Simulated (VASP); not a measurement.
# Mg (a cell with a defect): single point with PBE

Mg (a cell with a defect):

```
Mg
1.0
     5.22357    0.03223   -0.02136
    -2.58387    4.48829    0.11275
    -0.01724    0.09512    4.23124
Mg
5
Direct
  0.34352 0.67589 0.00129
  0.65957 0.32059 0.00089
  0.50269 0.99558 0.50495
  0.51091 0.50088 0.48638
  0.00718 0.50982 0.50410
```

```json
{
  "Program": "VASP 6.6.1",
  "Task": "single point",
  "Functional": "PBE",
  "Potentials or basis": "VASP PAW PBE potentials, release 64 (Mg)",
  "Cutoff": "520 eV",
  "k mesh": "3 × 3 × 4",
  "Occupations": "methfessel-paxton, width 0.15 eV",
  "Spin": "no spin polarisation"
}
```

The pressure is 28.5 GPa and the largest force is 0.611 eV/Å. The band gap on the k mesh is zero (bands 5 and 6 overlap by 2.33 eV).

Forces in eV/Å, atoms in the order of the input:
```
Mg  -0.125 -0.467 -0.117
Mg   0.262  0.293 -0.157
Mg   0.219  0.383 -0.136
Mg  -0.346  0.053  0.501
Mg  -0.009 -0.262 -0.091
```

Stress tensor (GPa, compression positive):
```
23.93 -0.65 -0.09
-0.65 25.71 -0.20
-0.09 -0.20 35.97
```

Levels at points of the mesh, in eV from the Fermi level:
```csv
k point,band 1,band 2,band 3,band 4,band 5,band 6,band 7,band 8,band 9,band 10
"(0.00, 0.00, 0.00)",-7.67,-2.30,-0.90,-0.78,-0.41,0.20,0.43,1.17,2.48,3.93
"(0.00, 0.00, 0.50)",-5.98,-5.15,-1.45,0.53,0.68,1.23,1.64,1.67,1.79,1.87
```

Run time: 25 s on 1 thread of Intel(R) Xeon(R) Platinum 8259CL CPU @ 2.50GHz (Skylake/Cascade Lake), with other jobs on the host, peak memory 0.21 GiB.

Caveat: the k points lie up to 0.47 Å⁻¹ apart, too coarse for converged energies and pressures of a metal.
